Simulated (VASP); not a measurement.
# MgS (Imm2) in VASP: a series of runs

MgS is run at these levels: PBE; tasks: single point.

All numbers are computed with VASP 6.6.1; they aren't measurements. Logs are shortened: lines on timing, memory, paths and dates and some standing lists are left out, and cuts for length are marked.

## Step 1: The cell of the first run

Symmetry: Imm2, No. 44, orthorhombic system. The conventional cell has a = 3.679 Å, b = 5.203 Å, c = 3.679 Å, α = 90.00°, β = 90.00°, γ = 90.00°. Mg (site symmetry mm2) has 6 S at 2.35 to 2.88 Å within 3.1 Å. S (site symmetry mm2) has 6 Mg at 2.35 to 2.88 Å within 3.1 Å.

## Step 2: Single point, PBE

INCAR

```
SYSTEM = MgS
ALGO     = Normal         ! electronic algorithm
EDIFF    = 1E-6           ! SCF threshold, eV
ENCUT    = 520            ! plane-wave cutoff, eV
GGA      = PE             ! functional
ISIF     = 2              ! what is computed and relaxed
ISMEAR   = 0              ! smearing method
LASPH    = .True.         ! aspherical terms in the spheres
LCHARG   = .False.        ! write CHGCAR
LREAL    = .False.        ! projectors in reciprocal space
LWAVE    = .False.        ! write WAVECAR
NBANDS   = 11             ! bands
NELM     = 60             ! most SCF steps
PREC     = Accurate       ! precision mode
SIGMA    = 0.05           ! smearing width, eV
```

KPOINTS

```
k-points
0
Gamma
  8 8 8
  0 0 0
```

POSCAR

```
MgS
1.0
    0.0000000000      2.6016500000      2.6016500000
    2.6016500000      0.0000000000      2.6016500000
    2.6016500000      2.6016500000      0.0000000000
Mg S
1 1
Direct
   -0.1019218738      0.0000000000      0.0000000000
    0.5000000000      0.5000000000      0.5000000000
```

Potentials or basis: VASP PAW PBE potentials, release 64 (Mg, S).

Command:

```
cat potpaw_PBE.64/Mg/POTCAR potpaw_PBE.64/S/POTCAR > POTCAR
mpirun -np 1 vasp_std > vasp.out
```

OUTCAR:

```text
SYSTEM = MgS
   EDIFF = 1E-6
   ENCUT = 520
   GGA = PE
   ISIF = 2
   ISMEAR = 0
   LASPH = .True.
   LREAL = .False.
   NELM = 60
   PREC = Accurate

 ion  position               nearest neighbor table
   1  0.898  0.000  0.000-   2 2.35   2 2.35   2 2.63   2 2.63   2 2.88   2 2.88
   2  0.500  0.500  0.500-   1 2.35   1 2.35   1 2.63   1 2.63   1 2.88   1 2.88

  LATTYP: Found a face centered cubic cell.
 ALAT       =     5.2033000000

  Lattice vectors:

 A1 = (   0.0000000000,   2.6016500000,   2.6016500000)
 A2 = (   2.6016500000,   0.0000000000,   2.6016500000)
 A3 = (   2.6016500000,   2.6016500000,   0.0000000000)

Analysis of symmetry for initial positions (statically):
=====================================================================
 Subroutine PRICEL returns:
 Original cell was already a primitive cell.

 Routine SETGRP: Setting up the symmetry group for a
 face centered cubic supercell.

 Subroutine GETGRP returns: Found  4 space group operations
 (whereof  4 operations were pure point group operations)
 out of a pool of 48 trial point group operations.

The static configuration has the point symmetry C_2v.

Analysis of symmetry for dynamics (positions and initial velocities):
=====================================================================
 Subroutine PRICEL returns:
 Original cell was already a primitive cell.

 Routine SETGRP: Setting up the symmetry group for a
 face centered cubic supercell.

 Subroutine GETGRP returns: Found  4 space group operations
 (whereof  4 operations were pure point group operations)
 out of a pool of 48 trial point group operations.

The dynamic configuration has the point symmetry C_2v.

 Subroutine INISYM returns: Found  4 space group operations
 (whereof  4 operations are pure point group operations),
 and found     1 'primitive' translations

----------------------------------------------------------------------------------------

                                     Primitive cell

  volume of cell :      35.2190

  direct lattice vectors                    reciprocal lattice vectors
     0.000000000  2.601650000  2.601650000    -0.192185728  0.192185728  0.192185728
     2.601650000  0.000000000  2.601650000     0.192185728 -0.192185728  0.192185728
     2.601650000  2.601650000  0.000000000     0.192185728  0.192185728 -0.192185728

  length of vectors
     3.679288715  3.679288715  3.679288715     0.332875446  0.332875446  0.332875446

  position of ions in fractional coordinates (direct lattice)
     0.898078126  0.000000000  0.000000000
     0.500000000  0.500000000  0.500000000

  ion indices of the primitive-cell ions
   primitive index   ion index
                 1           1
                 2           2

----------------------------------------------------------------------------------------

 KPOINTS: k-points

Automatic generation of k-mesh.
 Grid dimensions read from file:
 generate k-points for:    8    8    8

 Generating k-lattice:

  Cartesian coordinates                     Fractional coordinates (reciprocal lattice)
    -0.024023216  0.024023216  0.024023216     0.125000000  0.000000000  0.000000000
     0.024023216 -0.024023216  0.024023216     0.000000000  0.125000000  0.000000000
     0.024023216  0.024023216 -0.024023216     0.000000000  0.000000000  0.125000000

  Length of vectors
     0.041609431  0.041609431  0.041609431

  Shift w.r.t. Gamma in fractional coordinates (k-lattice)
     0.000000000  0.000000000  0.000000000

 Subroutine IBZKPT returns following result:
 ===========================================

 Found     95 irreducible k-points:

 Following reciprocal coordinates:
            Coordinates               Weight
  0.000000  0.000000  0.000000      1.000000
  0.125000  0.000000  0.000000      4.000000
  0.000000  0.125000  0.000000      4.000000
  0.250000  0.000000  0.000000      4.000000
  0.000000  0.250000  0.000000      4.000000
  0.375000  0.000000  0.000000      4.000000
[... 16 lines left out ...]
  0.375000 -0.125000 -0.125000      4.000000
 -0.375000  0.125000  0.000000      8.000000
 [... further k-points ...]
   k-points           NKPTS =     95   k-points in BZ     NKDIM =     95   number of bands    NBANDS=     11
   number of dos      NEDOS =    301   number of ions     NIONS =      2
   total plane-waves  NPLWV =  21952
   dimension x,y,z NGX =    28 NGY =   28 NGZ =   28
   dimension x,y,z NGXF=    56 NGYF=   56 NGZF=   56
   ions per type =               1   1
   NGX,Y,Z   is equivalent  to a cutoff of  12.65, 12.65, 12.65 a.u.
   NGXF,Y,Z  is equivalent  to a cutoff of  25.30, 25.30, 25.30 a.u.
 SYSTEM =  MgS
   PREC   = accura    normal or accurate (medium, high low for compatibility)
   ISTART =      0    job   : 0-new  1-cont  2-samecut
   ICHARG =      2    charge: 1-file 2-atom 10-const
   ISPIN  =      1    spin polarized calculation?
   LNONCOLLINEAR =      F non collinear calculations
   LSORBIT =      F    spin-orbit coupling
   LASPH  =      T    aspherical Exc in radial PAW
   ENCUT  =  520.0 eV  38.22 Ry    6.18 a.u.   6.84  6.84  6.84*2*pi/ulx,y,z
   NELM   =     60;   NELMIN=  2; NELMDL= -5     # of ELM steps
   EDIFF  = 0.1E-05   stopping-criterion for ELM
   LREAL  =      F    real-space projection
   EDIFFG = 0.1E-04   stopping-criterion for IOM
   NSW    =      0    number of steps for IOM
   IBRION =     -1    ionic relax: 0-MD 1-quasi-New 2-CG
   NFREE  =      0    steps in history (QN), initial steepest desc. (CG)
   ISIF   =      2    stress and relaxation
   ISYM   =      2    0-nonsym 1-usesym 2-fastsym
   POTIM  = 0.5000    time-step for ionic-motion
   TEBEG  =    0.0;   TEEND  =   0.0 temperature during run
   PSTRESS=    0.0 pullay stress
   NELECT =       8.0000    total number of electrons
   NUPDOWN=      -1.0000    fix difference up-down
   EMIN   =  10.00;   EMAX   =-10.00  energy-range for DOS
   EFERMI =   0.00;   METHOD = LEGACY
   ISMEAR =     0;   SIGMA  =   0.05  broadening in eV -4-tet -1-fermi 0-gaus
   EFERMI_NEDOS =   21; number of points for ismear=-14 and -15
   IALGO  =     38    algorithm
   IMIX   =      4    mixing-type and parameters
     AMIX     =   0.40;   BMIX     =  1.00
     AMIX_MAG =   1.60;   BMIX_MAG =  1.00
  volume/ion in A,a.u.               =      17.61       118.83
  Fermi-wavevector in a.u.,A,eV,Ry     =   0.998878  1.887606 13.575323  0.997758
  Thomas-Fermi vector in A             =   2.131131
   LORBIT       =      0    0 simple, 1 ext, 2 COOP (PROOUT), +10 PAW based schemes
   GGA     = PE    functional components
   LHFCALC =     F    Hartree Fock is set to
   AEXX    =    0.0000 exact exchange contribution
   IVDW    =     0    specifies the selected vdW correction
   LEPSILON=     F    determine dielectric tensor
   LRPA    =     F    only Hartree local field effects (RPA)
 non-spin polarized calculation
 Gauss-broadening in eV      SIGMA  =   0.05
  energy-cutoff  :      520.00
  volume of cell :       35.22
 maximum number of plane-waves:       960
   NGX = 13   NGY = 13   NGZ = 13

 number of electron       8.0000000 magnetization

 Free energy of the ion-electron system (eV)
  ---------------------------------------------------
  ext. energy  EPLUGINS =         0.00000000
  ---------------------------------------------------
  free energy    TOTEN  =        -8.28471888 eV

  energy without entropy =       -8.28471888  energy(sigma->0) =       -8.28471888

 E-fermi :   3.9904     XC(G=0):  -9.6521

 val. band max:        3.7041696497   @ k =   0.0000   0.0000   0.0000
 cond. band min:       6.5151984082   @ k =   0.0000   0.5000   0.5000
 fundamental gap:      2.8110287585
 Fermi energy:         3.9903598737

 k-point     1 :       0.0000    0.0000    0.0000
  band No.  band energies     occupation
      1      -8.9866      2.00000
      2       3.4793      2.00000
      3       3.7010      2.00000
      4       3.7042      2.00000
      5       7.3824      0.00000
      6      11.6148      0.00000
      7      11.6285      0.00000
      8      11.8044      0.00000
      9      14.2535      0.00000
     10      14.4213      0.00000
     11      15.9857      0.00000

 k-point     2 :       0.1250    0.0000    0.0000
  band No.  band energies     occupation
      1      -8.8383      2.00000
      2       2.6649      2.00000
      3       3.3847      2.00000
      4       3.6127      2.00000
      5       8.1961      0.00000
      6      11.3121      0.00000
      7      11.8609      0.00000
      8      11.9271      0.00000
      9      13.6697      0.00000
     10      13.6947      0.00000
     11      16.4735      0.00000

 k-point     3 :       0.0000    0.1250    0.0000
  band No.  band energies     occupation
      1      -8.8371      2.00000
      2       2.5368      2.00000
      3       3.5392      2.00000
      4       3.6219      2.00000
      5       8.1437      0.00000
      6      11.2021      0.00000
      7      11.9111      0.00000
      8      12.1057      0.00000
      9      13.5177      0.00000
     10      13.8631      0.00000
     11      16.2010      0.00000

 k-point     4 :       0.2500    0.0000    0.0000
  band No.  band energies     occupation
      1      -8.4383      2.00000
      2       0.9313      2.00000
      3       3.1770      2.00000
      4       3.4042      2.00000
      5       8.7052      0.00000
      6      11.4530      0.00000
      7      11.6100      0.00000
      8      11.9338      0.00000
      9      14.0764      0.00000
     10      14.1746      0.00000
     11      15.7299      0.00000
[... 239 lines left out ...]
 k-point    22 :       0.1250    0.0000    0.5000
  band No.  band energies     occupation
      1      -7.6558      2.00000
      2      -0.9083      2.00000
      3       2.5039      2.00000
      4       2.9000      2.00000
      5       8.8114      0.00000
      6      10.0667      0.00000
      7      11.3962      0.00000
      8      13.5609      0.00000
      9      15.7341      0.00000
     10      17.5725      0.00000
     11      17.8971      0.00000

 k-point    23 :       0.3750   -0.1250   -0.1250
  band No.  band energies     occupation
      1      -7.6683      2.00000
      2      -0.8207      2.00000
      3       2.5139      2.00000
      4       2.7354      2.00000
      5       8.9340      0.00000
      6      10.0176      0.00000
      7      11.2984      0.00000
      8      13.4307      0.00000
      9      15.9671      0.00000
     10      17.5660      0.00000
     11      17.9258      0.00000

 k-point    24 :      -0.3750    0.1250    0.0000
  band No.  band energies     occupation
      1      -7.7473      2.00000
      2      -0.6383      2.00000
      3       2.2436      2.00000
      4       3.0826      2.00000
      5       9.0645      0.00000
      6      10.1836      0.00000
      7      11.1912      0.00000
      8      13.3014      0.00000
      9      15.6639      0.00000
     10      16.2510      0.00000
     11      18.5371      0.00000

 [... further k-points ...]

------------------------ aborting loop because EDIFF is reached ----------------------------------------

  FORCE on cell =-STRESS in cart. coord.  units (eV):
  Direction    XX          YY          ZZ          XY          YZ          ZX
  --------------------------------------------------------------------------------------
  -------------------------------------------------------------------------------------
  Total       -0.0319244      1.8496535      1.8496535      0.0000000     -0.3539169      0.0000000
  in kB       -1.4523000     84.1442346     84.1442346      0.0000000    -16.1003478      0.0000000
  external PRESSURE =      55.6120564 kB  Pullay stress =       0.0000000 kB

 VOLUME and BASIS-vectors are now :
 -----------------------------------------------------------------------------
  energy-cutoff  :      520.00
  volume of cell :       35.22
      direct lattice vectors                 reciprocal lattice vectors
     0.000000000  2.601650000  2.601650000    -0.192185728  0.192185728  0.192185728
     2.601650000  0.000000000  2.601650000     0.192185728 -0.192185728  0.192185728
     2.601650000  2.601650000  0.000000000     0.192185728  0.192185728 -0.192185728

 POSITION                                       TOTAL-FORCE (eV/Angst)
 -----------------------------------------------------------------------------------
      0.00000      2.33648      2.33648        -0.000000      0.892333      0.892333
      2.60165      2.60165      2.60165         0.000000     -0.892333     -0.892333
 -----------------------------------------------------------------------------------
    total drift:                                0.000000      0.000188      0.000188

  FREE ENERGIE OF THE ION-ELECTRON SYSTEM (eV)
  ---------------------------------------------------
  free  energy   TOTEN  =        -8.2847188779 eV

  energy  without entropy=       -8.2847188779  energy(sigma->0) =       -8.28471888
```

It took 27 s on 1 thread of AMD EPYC 7R43 (Zen 3), shared host; peak memory 0.15 GiB.

Results:

```
Free energy            : -8.2847 eV
Pressure               : 5.6 GPa
Largest force          : 1.262 eV/Å
Band gap on the k mesh : 2.81 eV, indirect (least direct gap 3.68 eV)
```

Forces in eV/Å, atoms in the order of the input:
```
Mg   0.000  0.892  0.892
S    0.000 -0.892 -0.892
```

Caveat: the cell differs from its parent crystal (all Mg atoms moved +0.375 Å, as atom 1 towards its neighbour atom 1 (Mg) at 3.679 Å); forces of over 1 eV/Å act on the atoms, so gaps and moduli don't describe the material at rest.

## Step 3: Single point, PBE

INCAR

```
SYSTEM = MgS
PREC = Accurate
ENCUT = 520
EDIFF = 1E-7
ISMEAR = 0
SIGMA = 0.05
LREAL = .False.
LASPH = .True.
NELM = 80
ALGO = Normal
ISIF = 2
LWAVE = .False.
LCHARG = .False.
GGA = PE
NBANDS = 11
```

KPOINTS

```
Automatic mesh
0
Gamma
  8 8 8
  0 0 0
```

POSCAR: that of step 2 with these lines changed.

```diff
@@ -8,3 +8,3 @@
 Direct
-   -0.1019218738      0.0000000000      0.0000000000
+   -0.1189088528      0.0000000000      0.0000000000
     0.5000000000      0.5000000000      0.5000000000
```

Potentials or basis: VASP PAW PBE potentials, release 64 (Mg, S).

Command:

```
cat potpaw_PBE.64/Mg/POTCAR potpaw_PBE.64/S/POTCAR > POTCAR
mpirun -np 1 vasp_std > vasp.out
```

OUTCAR:

```text
SYSTEM = MgS
   PREC = Accurate
   ENCUT = 520
   EDIFF = 1E-7
   ISMEAR = 0
   LREAL = .False.
   LASPH = .True.
   NELM = 80
   ISIF = 2
   GGA = PE

 ion  position               nearest neighbor table
   1  0.881  0.000  0.000-   2 2.31   2 2.31   2 2.64   2 2.64   2 2.93   2 2.93
   2  0.500  0.500  0.500-   1 2.31   1 2.31   1 2.64   1 2.64   1 2.93   1 2.93

  LATTYP: Found a face centered cubic cell.
 ALAT       =     5.2033000000

  Lattice vectors:

 A1 = (   0.0000000000,   2.6016500000,   2.6016500000)
 A2 = (   2.6016500000,   0.0000000000,   2.6016500000)
 A3 = (   2.6016500000,   2.6016500000,   0.0000000000)
[... 513 lines left out ...]
      8      13.2204      0.00000
      9      15.6485      0.00000
     10      16.2676      0.00000
     11      18.5373      0.00000

 [... further k-points ...]
[... 5 lines left out ...]
  --------------------------------------------------------------------------------------
  -------------------------------------------------------------------------------------
  Total       -0.0989581      2.4422781      2.4422781      0.0000000     -0.5417094      0.0000000
  in kB       -4.5017890    111.1038472    111.1038472      0.0000000    -24.6433834      0.0000000
  external PRESSURE =      72.5686351 kB  Pullay stress =       0.0000000 kB

 VOLUME and BASIS-vectors are now :
 -----------------------------------------------------------------------------
  energy-cutoff  :      520.00
  volume of cell :       35.22
      direct lattice vectors                 reciprocal lattice vectors
     0.000000000  2.601650000  2.601650000    -0.192185728  0.192185728  0.192185728
     2.601650000  0.000000000  2.601650000     0.192185728 -0.192185728  0.192185728
     2.601650000  2.601650000  0.000000000     0.192185728  0.192185728 -0.192185728

 POSITION                                       TOTAL-FORCE (eV/Angst)
 -----------------------------------------------------------------------------------
      0.00000      2.29229      2.29229        -0.000000      1.095833      1.095833
      2.60165      2.60165      2.60165         0.000000     -1.095833     -1.095833
 -----------------------------------------------------------------------------------
    total drift:                                0.000000      0.000074      0.000074

  FREE ENERGIE OF THE ION-ELECTRON SYSTEM (eV)
  ---------------------------------------------------
  free  energy   TOTEN  =        -8.1970110715 eV

  energy  without entropy=       -8.1970110715  energy(sigma->0) =       -8.19701107
```

Run time: 28 s. Hardware: 1 thread of AMD EPYC 7R43 (Zen 3), shared host; peak memory 0.14 GiB.

What came out:

| Item | Value |
| --- | --- |
| Free energy | -8.1970 eV |
| Pressure | 7.3 GPa |
| Largest force | 1.550 eV/Å |
| Band gap on the k mesh | 2.83 eV, indirect (least direct gap 3.67 eV) |

Forces on the atoms (eV/Å):
```
Mg   0.000  1.096  1.096
S    0.000 -1.096 -1.096
```

Stress tensor (GPa, compression positive):
```
-0.45  0.00  0.00
 0.00 11.11 -2.46
 0.00 -2.46 11.11
```

Caveat: the cell differs from its parent crystal (all Mg atoms moved +0.438 Å, as atom 1 towards its neighbour atom 1 (Mg) at 3.679 Å); forces of over 1 eV/Å act on the atoms, so gaps and moduli don't describe the material at rest.
